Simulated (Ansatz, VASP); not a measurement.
## Rh: VASP beside Ansatz

```
CELL_PARAMETERS angstrom
0.00000 2.73114 2.73114
2.73114 0.00000 2.73114
2.73114 2.73114 0.00000
ATOMIC_POSITIONS crystal
Rh 0.12500 0.12500 0.12500
Rh 0.87500 0.87500 0.87500
```

Alike in both runs: task single point; functional r2SCAN; k mesh 16 × 16 × 16; occupations fermi-dirac, width 0.05 eV; collinear spin.

|  | VASP | Ansatz |
| --- | --- | --- |
| version | VASP 6.6.1 | Ansatz 0.2.0 |
| potentials or method | VASP PAW PBE potentials, release 64 (Rh_pv), cutoff 520 eV | plane waves (500 eV) with PAW, scalar-relativistic |
| valence electrons in the cell | 30 | 34 |

|  | VASP | Ansatz | Ansatz less VASP |
| --- | --- | --- | --- |
| net moment per atom (μB) | 0.00 | 0.00 | 0.000 |

VASP's potentials were made for PBE, not for r2SCAN. The functional is the same, so the differences come from potentials, cutoffs and numerics. VASP's potentials hold 30 valence electrons a cell and Ansatz's 34, so a difference there can come from the potentials and not from the codes. Ansatz's warnings: seeded moment not kept, stability check not made.
